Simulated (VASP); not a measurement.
Set up this calculation in VASP 6.6.1, as the native input.

```yaml
Task: single point
Functional: r2SCAN
Potentials_or_basis: VASP PAW PBE potentials, release 64 (Ru_pv)
Cutoff: 520 eV
k_mesh: 13 × 13 × 8
Occupations: gaussian, width 0.1 eV
Spin: no spin polarisation
Dipole_correction: no
Further_INCAR_settings: ALGO = Normal; EDIFF = 1e-06; NBANDS = 21
```

Ru:

```xyz
2
Lattice="2.7059 0.0000 0.0000 -1.3530 2.3434 0.0000 0.0000 0.0000 4.2579" Properties=species:S:1:pos:R:3 pbc="T T T"
Ru    0.0000    1.5623    1.0645
Ru    1.3530    0.7811    3.1934
```

These files were run (other wordings do the same):

POSCAR

```
Ru
1.0
    2.7059477279      0.0000000000      0.0000000000
   -1.3529738639      2.3434194737      0.0000000000
    0.0000000000      0.0000000000      4.2579056513
Ru
2
Direct
    0.3333333333      0.6666666667      0.2500000000
    0.6666666667      0.3333333333      0.7500000000
```

INCAR.step1

```
PREC = Accurate ; ENCUT = 520
ISMEAR = 0 ; SIGMA = 0.1
LREAL = False ; LASPH = True
NELM = 80 ; NBANDS = 21
GGA = PE ; ALGO = Normal
EDIFF = 1E-4 ; LWAVE = True
LCHARG = False
```

INCAR.step2

```
PREC = Accurate ; ENCUT = 520
EDIFF = 1E-6 ; ISMEAR = 0
SIGMA = 0.1 ; LREAL = False
LASPH = True ; NELM = 80
ALGO = Normal ; ISIF = 2
LWAVE = False ; LCHARG = False
METAGGA = R2SCAN ; LMIXTAU = True
NBANDS = 21 ; ISTART = 1
```

KPOINTS

```
Automatic mesh
0
Gamma
  13 13 8
```

Potentials or basis: VASP PAW PBE potentials, release 64 (Ru_pv).

Command:

```console
$ cat potpaw_PBE.64/Ru_pv/POTCAR > POTCAR
$ cp INCAR.step1 INCAR
$ mpirun -np 1 vasp_std > vasp.out
$ cp INCAR.step2 INCAR
$ mpirun -np 1 vasp_std > vasp.out
```

It gave:

```
Pressure               : 1.3 GPa
Band gap on the k mesh : zero (bands 14 and 15 overlap by 3.25 eV)
```

Caveat: the PAW data sets were made with another functional, which shifts forces and pressure a little.

Wall time 2.4 min on 1 thread of Intel(R) Xeon(R) Platinum 8559C (Emerald Rapids), with other jobs on the host, peak memory 0.17 GiB.
